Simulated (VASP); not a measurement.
# TaSi3 (Pm-3n) in VASP: further runs

TaSi3 is run at these levels: PBE; tasks: single point, relaxation of cell and atoms.

All numbers are computed with VASP 6.6.1; they aren't measurements. Logs are shortened: lines on timing, memory, paths and dates and some standing lists are left out, and cuts for length are marked.

## Step 1: The cell of the first run

It takes space group Pm-3n (No. 223, cubic). Conventional cell: a = 4.933 Å, b = 4.933 Å, c = 4.933 Å, α = 90.00°, β = 90.00°, γ = 90.00°. Within 3.6 Å of Ta (site symmetry m-3) lie 12 Si at 2.76 Å. Si (site symmetry -4m2) has 10 Si at 2.47 to 3.02 Å and 4 Ta at 2.76 Å within 3.3 Å.

## Step 2: Single point, PBE

The input, INCAR:

```
PREC = Accurate
ENCUT = 500
EDIFF = 1E-6
ISMEAR = 0
SIGMA = 0.1
LREAL = False
LASPH = True
NELM = 120
ALGO = Normal
ISIF = 2
LWAVE = False
LCHARG = False
GGA = PE
NBANDS = 33
GGA_COMPAT = False
```

The input, KPOINTS:

```
Automatic mesh
0
Gamma
  4 4 4
```

The input, POSCAR:

```
TaSi3
1.0
    4.9333844177      0.0000000000      0.0000000000
    0.0000000000      4.9333844177      0.0000000000
    0.0000000000      0.0000000000      4.9333844177
Ta Si
2 6
Direct
    0.0000000000      0.0000000000      0.0000000000
    0.5000000000      0.5000000000      0.5000000000
    0.0000000000      0.5000000000      0.2500000000
    0.0000000000      0.5000000000      0.7500000000
    0.2500000000      0.0000000000      0.5000000000
    0.7500000000      0.0000000000      0.5000000000
    0.5000000000      0.7500000000      0.0000000000
    0.5000000000      0.2500000000      0.0000000000
```

Potentials or basis: VASP PAW PBE potentials, release 64 (Ta_pv, Si).

Command:

```
$ cat potpaw_PBE.64/Ta_pv/POTCAR potpaw_PBE.64/Si/POTCAR > POTCAR
$ mpirun -np 1 vasp_std > vasp.out
```

OUTCAR:

```text
PREC = Accurate
   ENCUT = 500
   EDIFF = 1E-6
   ISMEAR = 0
   LREAL = False
   LASPH = True
   NELM = 120
   ISIF = 2
   GGA = PE

 ion  position               nearest neighbor table
   1  0.000  0.000  0.000-   3 2.76   4 2.76   5 2.76   6 2.76   7 2.76   8 2.76   5 2.76   6 2.76
                             3 2.76   4 2.76   7 2.76   8 2.76
   2  0.500  0.500  0.500-   3 2.76   4 2.76   5 2.76   6 2.76   7 2.76   8 2.76   7 2.76   8 2.76
                             5 2.76   6 2.76   3 2.76   4 2.76
   3  0.000  0.500  0.250-   4 2.47   4 2.47   1 2.76   2 2.76   1 2.76   2 2.76   8 3.02   5 3.02
                             6 3.02   5 3.02   6 3.02   7 3.02   7 3.02   8 3.02
   4  0.000  0.500  0.750-   3 2.47   3 2.47   1 2.76   2 2.76   1 2.76   2 2.76   8 3.02   5 3.02
                             6 3.02   5 3.02   6 3.02   7 3.02   7 3.02   8 3.02
   5  0.250  0.000  0.500-   6 2.47   6 2.47   1 2.76   1 2.76   2 2.76   2 2.76   7 3.02   8 3.02
                             8 3.02   7 3.02   3 3.02   3 3.02   4 3.02   4 3.02
   6  0.750  0.000  0.500-   5 2.47   5 2.47   1 2.76   1 2.76   2 2.76   2 2.76   7 3.02   8 3.02
                             8 3.02   7 3.02   3 3.02   3 3.02   4 3.02   4 3.02
   7  0.500  0.750  0.000-   8 2.47   8 2.47   1 2.76   2 2.76   2 2.76   1 2.76   5 3.02   6 3.02
                             5 3.02   6 3.02   3 3.02   4 3.02   3 3.02   4 3.02
   8  0.500  0.250  0.000-   7 2.47   7 2.47   1 2.76   2 2.76   2 2.76   1 2.76   5 3.02   6 3.02
                             5 3.02   6 3.02   3 3.02   4 3.02   3 3.02   4 3.02

  LATTYP: Found a simple cubic cell.
 ALAT       =     4.9333844177

  Lattice vectors:

 A1 = (   4.9333844177,   0.0000000000,   0.0000000000)
 A2 = (   0.0000000000,   4.9333844177,   0.0000000000)
 A3 = (   0.0000000000,   0.0000000000,   4.9333844177)

Analysis of symmetry for initial positions (statically):
=====================================================================
 Subroutine PRICEL returns:
 Original cell was already a primitive cell.

 Routine SETGRP: Setting up the symmetry group for a
 simple cubic supercell.

 Subroutine GETGRP returns: Found 48 space group operations
 (whereof 24 operations were pure point group operations)
 out of a pool of 48 trial point group operations.

The static configuration has the point symmetry T_h .
 The point group associated with its full space group is O_h .

Analysis of symmetry for dynamics (positions and initial velocities):
=====================================================================
 Subroutine PRICEL returns:
 Original cell was already a primitive cell.

 Routine SETGRP: Setting up the symmetry group for a
 simple cubic supercell.

 Subroutine GETGRP returns: Found 48 space group operations
 (whereof 24 operations were pure point group operations)
 out of a pool of 48 trial point group operations.

[... 110 lines left out ...]
   NUPDOWN=      -1.0000    fix difference up-down
   EMIN   =  10.00;   EMAX   =-10.00  energy-range for DOS
   EFERMI =   0.00;   METHOD = LEGACY
   ISMEAR =     0;   SIGMA  =   0.10  broadening in eV -4-tet -1-fermi 0-gaus
   EFERMI_NEDOS =   21; number of points for ismear=-14 and -15
   IALGO  =     38    algorithm
   IMIX   =      4    mixing-type and parameters
     AMIX     =   0.40;   BMIX     =  1.00
     AMIX_MAG =   1.60;   BMIX_MAG =  1.00
  volume/ion in A,a.u.               =      15.01       101.28
  Fermi-wavevector in a.u.,A,eV,Ry     =   1.189002  2.246887 19.234898  1.413725
  Thomas-Fermi vector in A             =   2.325119
   LORBIT       =      0    0 simple, 1 ext, 2 COOP (PROOUT), +10 PAW based schemes
   GGA     = PE    functional components
   LHFCALC =     F    Hartree Fock is set to
   AEXX    =    0.0000 exact exchange contribution
   IVDW    =     0    specifies the selected vdW correction
   LEPSILON=     F    determine dielectric tensor
   LRPA    =     F    only Hartree local field effects (RPA)
 non-spin polarized calculation
 Gauss-broadening in eV      SIGMA  =   0.10
  energy-cutoff  :      500.00
  volume of cell :      120.07
 maximum number of plane-waves:      3112
 NGX is ok and might be reduce to    36
   NGX = 17   NGY = 17   NGZ = 17

 number of electron      46.0000010 magnetization

 Free energy of the ion-electron system (eV)
  ---------------------------------------------------
  ext. energy  EPLUGINS =         0.00000000
  ---------------------------------------------------
  free energy    TOTEN  =       -55.50597370 eV

  energy without entropy =      -55.44833602  energy(sigma->0) =      -55.47715486

 E-fermi :   8.9812     XC(G=0): -11.6911

 val. band max:        8.9411619709   @ k =   0.2500   0.2500   0.2500
 cond. band min:       9.0071317108   @ k =   0.2500   0.2500   0.0000
 fundamental gap:      0.0659697399
 Fermi energy:         8.9811519252

 k-point     1 :       0.0000    0.0000    0.0000
  band No.  band energies     occupation
      1     -25.2381      2.00000
      2     -25.2381      2.00000
      3     -25.2381      2.00000
      4     -25.2207      2.00000
      5     -25.2207      2.00000
      6     -25.2207      2.00000
[... 349 lines left out ...]
     32      13.1147      0.00000
     33      13.1147      0.00000

------------------------ aborting loop because EDIFF is reached ----------------------------------------

  FORCE on cell =-STRESS in cart. coord.  units (eV):
  Direction    XX          YY          ZZ          XY          YZ          ZX
  --------------------------------------------------------------------------------------
  -------------------------------------------------------------------------------------
  Total        0.0144677      0.0144677      0.0144677     -0.0000000      0.0000000     -0.0000000
  in kB        0.1930521      0.1930521      0.1930521     -0.0000000      0.0000000     -0.0000000
  external PRESSURE =       0.1930521 kB  Pullay stress =       0.0000000 kB

 VOLUME and BASIS-vectors are now :
 -----------------------------------------------------------------------------
  energy-cutoff  :      500.00
  volume of cell :      120.07
      direct lattice vectors                 reciprocal lattice vectors
     4.933384418  0.000000000  0.000000000     0.202700604  0.000000000  0.000000000
     0.000000000  4.933384418  0.000000000     0.000000000  0.202700604  0.000000000
     0.000000000  0.000000000  4.933384418     0.000000000  0.000000000  0.202700604

 POSITION                                       TOTAL-FORCE (eV/Angst)
 -----------------------------------------------------------------------------------
      0.00000      0.00000      0.00000         0.000000      0.000000     -0.000000
      2.46669      2.46669      2.46669         0.000000      0.000000     -0.000000
      0.00000      2.46669      1.23335         0.000000     -0.000000      0.000000
      0.00000      2.46669      3.70004         0.000000     -0.000000     -0.000000
      1.23335      0.00000      2.46669        -0.000000      0.000000      0.000000
      3.70004      0.00000      2.46669         0.000000      0.000000      0.000000
      2.46669      3.70004      0.00000         0.000000      0.000000     -0.000000
      2.46669      1.23335      0.00000        -0.000000     -0.000000      0.000000
 -----------------------------------------------------------------------------------
    total drift:                                0.000000      0.000000      0.000000

  FREE ENERGIE OF THE ION-ELECTRON SYSTEM (eV)
  ---------------------------------------------------
  free  energy   TOTEN  =       -55.5059736968 eV

  energy  without entropy=      -55.4483360197  energy(sigma->0) =      -55.47715486
```

OSZICAR:

```text
N       E                     dE             d eps       ncg     rms          rms(c)
DAV:   1     0.252681136031E+03    0.25268E+03   -0.21808E+04   676   0.126E+03
DAV:   2    -0.450621567697E+02   -0.29774E+03   -0.28570E+03   756   0.298E+02
DAV:   3    -0.570472438594E+02   -0.11985E+02   -0.11445E+02   888   0.520E+01
DAV:   4    -0.572447717776E+02   -0.19753E+00   -0.19634E+00   799   0.661E+00
DAV:   5    -0.572484629158E+02   -0.36911E-02   -0.36886E-02   845   0.933E-01    0.230E+01
DAV:   6    -0.556910946263E+02    0.15574E+01   -0.71120E+00   829   0.122E+01    0.102E+01
DAV:   7    -0.555615732392E+02    0.12952E+00   -0.71715E-01   773   0.337E+00    0.579E+00
DAV:   8    -0.555058010909E+02    0.55772E-01   -0.11027E-01   810   0.198E+00    0.442E-01
DAV:   9    -0.555060051258E+02   -0.20403E-03   -0.36968E-03   805   0.309E-01    0.268E-01
DAV:  10    -0.555060265564E+02   -0.21431E-04   -0.65476E-04   823   0.162E-01    0.753E-02
DAV:  11    -0.555059772436E+02    0.49313E-04   -0.25354E-04   838   0.876E-02    0.229E-02
DAV:  12    -0.555059742196E+02    0.30241E-05   -0.10432E-05   790   0.150E-02    0.564E-03
DAV:  13    -0.555059736968E+02    0.52274E-06   -0.58705E-07   498   0.334E-03
   1 F= -.55505974E+02 E0= -.55477155E+02  d E =-.576377E-01
```

stdout:

```text
POSCAR found type information on POSCAR TaSi
 POSCAR found :  2 types and       8 ions
 scaLAPACK will be used
 LDA part: xc-table for (Slater+PW92), standard interpolation
 POSCAR, INCAR and KPOINTS ok, starting setup
 FFT: planning ... GRIDC
 FFT: planning ... GRID_SOFT
 FFT: planning ... GRID
 WAVECAR not read
 entering main loop
```

Wall time 72 s (1 thread of Intel Xeon 8259CL, shared host); peak memory 0.21 GiB.

Results:

| Item | Value |
| --- | --- |
| Free energy | -55.5060 eV |
| Pressure | 0.0 GPa |
| Band gap on the k mesh | zero (band 23 reaches 9.40 eV, above the bottom of band 24 at 8.42 eV) |

Caveat: spin-orbit coupling is left out, which moves the levels of the heavy elements.

## Step 3: Single point, PBE

This run uses another cell than the first one, of 15.90 Å³/atom, 1.059 times its volume.

The input, INCAR:

```
SYSTEM = TaSi3
PREC = Accurate
ENCUT = 500
EDIFF = 1E-6
ISMEAR = 0
SIGMA = 0.1
LREAL = .FALSE.
LASPH = .TRUE.
NELM = 120
ALGO = Normal
ISIF = 2
LWAVE = .FALSE.
LCHARG = .FALSE.
GGA = PE
NBANDS = 33
GGA_COMPAT = .FALSE.
```

The input, KPOINTS:

```
regular mesh
0
G
  4 4 4
  0 0 0
```

Changes to POSCAR since step 2:

```diff
@@ -2,5 +2,5 @@
 1.0
-    4.9333844177      0.0000000000      0.0000000000
-    0.0000000000      4.9333844177      0.0000000000
-    0.0000000000      0.0000000000      4.9333844177
+    5.0286574998      0.0000000000      0.0000000000
+    0.0000000000      5.0286574998      0.0000000000
+    0.0000000000      0.0000000000      5.0286574998
 Ta Si
```

Potentials or basis: VASP PAW PBE potentials, release 64 (Ta_pv, Si).

Command:

```
$ cat potpaw_PBE.64/Ta_pv/POTCAR potpaw_PBE.64/Si/POTCAR > POTCAR
$ mpirun -np 1 vasp_std > vasp.out
```

Run time: 71 s. Hardware: 1 thread of Intel Xeon 8259CL, shared host; peak memory 0.24 GiB.

It converged, with:

```yaml
Free_energy: -55.3349 eV
Pressure: -7.4 GPa
Band_gap_on_the_k_mesh: zero (band 23 reaches 8.73 eV, above the bottom of band 24 at 7.84 eV)
```

Levels at points of the mesh, in eV from the Fermi level:
```
           k point  band 20  band 21  band 22  band 23  band 24  band 25  band 26  band 27
(0.00, 0.00, 0.00)    -2.13    -2.13    -0.32    -0.32    -0.32     0.77     0.77     0.77
(0.50, 0.00, 0.00)    -2.11     0.03     0.03     0.22     0.22     2.19     2.19     2.20
(0.50, 0.50, 0.00)    -1.90    -0.55    -0.55     0.40     0.54     0.62     1.06     2.28
(0.50, 0.50, 0.50)    -0.49    -0.49    -0.49    -0.49    -0.49     1.76     1.76     1.76
```

Caveat: spin-orbit coupling is left out, which moves the levels of the heavy elements.

## Step 4: Single point, PBE

The input, INCAR:

```
SYSTEM = TaSi3
PREC = Accurate ; ENCUT = 500
EDIFF = 1E-6 ; ISMEAR = 0
SIGMA = 0.1 ; LREAL = .FALSE.
LASPH = .TRUE. ; NELM = 120
ALGO = Normal ; ISIF = 2
LWAVE = .FALSE. ; LCHARG = .FALSE.
GGA = PE ; NBANDS = 33
GGA_COMPAT = .FALSE.
```

The input, KPOINTS:

```
Automatic mesh
0
G
  8 8 8
  0 0 0
```

Changes to POSCAR since step 3:

```diff
@@ -2,5 +2,5 @@
 1.0
-    5.0286574998      0.0000000000      0.0000000000
-    0.0000000000      5.0286574998      0.0000000000
-    0.0000000000      0.0000000000      5.0286574998
+    4.9345023614      0.0000000000      0.0000000000
+    0.0000000000      4.9345023614      0.0000000000
+    0.0000000000      0.0000000000      4.9345023614
 Ta Si
```

Potentials or basis: VASP PAW PBE potentials, release 64 (Ta_pv, Si).

Command:

```
$ cat potpaw_PBE.64/Ta_pv/POTCAR potpaw_PBE.64/Si/POTCAR > POTCAR
$ mpirun -np 1 vasp_std > vasp.out
```

OUTCAR:

```text
SYSTEM = TaSi3
   PREC = Accurate
   ENCUT = 500
   EDIFF = 1E-6
   ISMEAR = 0
   LREAL = .FALSE.
   LASPH = .TRUE.
   NELM = 120
   ISIF = 2
   GGA = PE

 ion  position               nearest neighbor table
   1  0.000  0.000  0.000-   3 2.76   4 2.76   5 2.76   6 2.76   7 2.76   8 2.76   5 2.76   6 2.76
                             3 2.76   4 2.76   7 2.76   8 2.76
   2  0.500  0.500  0.500-   3 2.76   4 2.76   5 2.76   6 2.76   7 2.76   8 2.76   7 2.76   8 2.76
                             5 2.76   6 2.76   3 2.76   4 2.76
   3  0.000  0.500  0.250-   4 2.47   4 2.47   1 2.76   2 2.76   1 2.76   2 2.76   8 3.02   5 3.02
                             6 3.02   5 3.02   6 3.02   7 3.02   7 3.02   8 3.02
   4  0.000  0.500  0.750-   3 2.47   3 2.47   1 2.76   2 2.76   1 2.76   2 2.76   8 3.02   5 3.02
                             6 3.02   5 3.02   6 3.02   7 3.02   7 3.02   8 3.02
   5  0.250  0.000  0.500-   6 2.47   6 2.47   1 2.76   1 2.76   2 2.76   2 2.76   8 3.02   4 3.02
                             7 3.02   8 3.02   3 3.02   3 3.02   4 3.02   7 3.02
   6  0.750  0.000  0.500-   5 2.47   5 2.47   1 2.76   1 2.76   2 2.76   2 2.76   8 3.02   4 3.02
                             7 3.02   8 3.02   3 3.02   3 3.02   4 3.02   7 3.02
   7  0.500  0.750  0.000-   8 2.47   8 2.47   1 2.76   2 2.76   2 2.76   1 2.76   3 3.02   4 3.02
                             5 3.02   6 3.02   5 3.02   6 3.02   3 3.02   4 3.02
   8  0.500  0.250  0.000-   7 2.47   7 2.47   1 2.76   2 2.76   2 2.76   1 2.76   3 3.02   4 3.02
                             5 3.02   6 3.02   5 3.02   6 3.02   3 3.02   4 3.02

  LATTYP: Found a simple cubic cell.
 ALAT       =     4.9345023614

  Lattice vectors:

 A1 = (   4.9345023614,   0.0000000000,   0.0000000000)
 A2 = (   0.0000000000,   4.9345023614,   0.0000000000)
 A3 = (   0.0000000000,   0.0000000000,   4.9345023614)

Analysis of symmetry for initial positions (statically):
=====================================================================
 Subroutine PRICEL returns:
 Original cell was already a primitive cell.

 Routine SETGRP: Setting up the symmetry group for a
 simple cubic supercell.

 Subroutine GETGRP returns: Found 48 space group operations
 (whereof 24 operations were pure point group operations)
 out of a pool of 48 trial point group operations.

The static configuration has the point symmetry T_h .
[... 153 lines left out ...]
   LHFCALC =     F    Hartree Fock is set to
   AEXX    =    0.0000 exact exchange contribution
   IVDW    =     0    specifies the selected vdW correction
   LEPSILON=     F    determine dielectric tensor
   LRPA    =     F    only Hartree local field effects (RPA)
 non-spin polarized calculation
 Gauss-broadening in eV      SIGMA  =   0.10
  energy-cutoff  :      500.00
  volume of cell :      120.15
 maximum number of plane-waves:      3112
 NGX is ok and might be reduce to    36
   NGX = 17   NGY = 17   NGZ = 17

 number of electron      46.0000010 magnetization

 Free energy of the ion-electron system (eV)
  ---------------------------------------------------
  ext. energy  EPLUGINS =         0.00000000
  ---------------------------------------------------
  free energy    TOTEN  =       -55.32955286 eV

  energy without entropy =      -55.28704648  energy(sigma->0) =      -55.30829967

 E-fermi :   9.0488     XC(G=0): -11.6886

 val. band max:        9.0487711952   @ k =   0.5000   0.2500   0.2500
 cond. band min:       9.0586678156   @ k =   0.3750   0.1250   0.0000
 fundamental gap:      0.0098966203
 Fermi energy:         9.0488394719

 k-point     1 :       0.0000    0.0000    0.0000
  band No.  band energies     occupation
      1     -25.2063      2.00000
      2     -25.2063      2.00000
      3     -25.2063      2.00000
      4     -25.1889      2.00000
      5     -25.1889      2.00000
      6     -25.1889      2.00000
[... 853 lines left out ...]
     32      13.1853      0.00000
     33      13.4334      0.00000

 [... further k-points ...]
[... 5 lines left out ...]
  --------------------------------------------------------------------------------------
  -------------------------------------------------------------------------------------
  Total        0.0100621      0.0100621      0.0100621     -0.0000000      0.0000000      0.0000000
  in kB        0.1341736      0.1341736      0.1341736     -0.0000000      0.0000000      0.0000000
  external PRESSURE =       0.1341736 kB  Pullay stress =       0.0000000 kB

 VOLUME and BASIS-vectors are now :
 -----------------------------------------------------------------------------
  energy-cutoff  :      500.00
  volume of cell :      120.15
      direct lattice vectors                 reciprocal lattice vectors
     4.934502361  0.000000000  0.000000000     0.202654681  0.000000000  0.000000000
     0.000000000  4.934502361  0.000000000     0.000000000  0.202654681  0.000000000
     0.000000000  0.000000000  4.934502361     0.000000000  0.000000000  0.202654681

 POSITION                                       TOTAL-FORCE (eV/Angst)
 -----------------------------------------------------------------------------------
      0.00000      0.00000      0.00000        -0.000000     -0.000000      0.000000
      2.46725      2.46725      2.46725        -0.000000     -0.000000      0.000000
      0.00000      2.46725      1.23363        -0.000000      0.000000      0.000000
      0.00000      2.46725      3.70088        -0.000000     -0.000000     -0.000000
      1.23363      0.00000      2.46725         0.000000      0.000000     -0.000000
      3.70088      0.00000      2.46725        -0.000000      0.000000      0.000000
      2.46725      3.70088      0.00000        -0.000000     -0.000000     -0.000000
      2.46725      1.23363      0.00000         0.000000      0.000000      0.000000
 -----------------------------------------------------------------------------------
    total drift:                                0.000000      0.000000      0.000000

  FREE ENERGIE OF THE ION-ELECTRON SYSTEM (eV)
  ---------------------------------------------------
  free  energy   TOTEN  =       -55.3295528562 eV

  energy  without entropy=      -55.2870464762  energy(sigma->0) =      -55.30829967
```

It took 97 s on 1 thread of Intel Xeon 8259CL, shared host; peak memory 0.26 GiB.

Results:

```yaml
Free_energy: -55.3296 eV
Pressure: 0.0 GPa
Band_gap_on_the_k_mesh: zero (band 23 reaches 9.42 eV, above the bottom of band 24 at 8.42 eV)
```

Levels at points of the mesh, in eV from the Fermi level:
```
           k point  band 21  band 22  band 23  band 24  band 25  band 26  band 27  band 28
(0.00, 0.00, 0.00)    -2.19    -0.40    -0.40    -0.40     0.77     0.77     0.77     3.16
(0.50, 0.00, 0.00)     0.03     0.03     0.18     0.18     2.40     2.40     2.41     2.41
(0.50, 0.50, 0.00)    -0.65    -0.65     0.38     0.54     0.59     0.94     2.40     2.50
(0.50, 0.50, 0.50)    -0.62    -0.62    -0.62    -0.62     1.87     1.87     1.87     1.87
```

Caveat: spin-orbit coupling is left out, which moves the levels of the heavy elements.

[end of part 1 of 2]
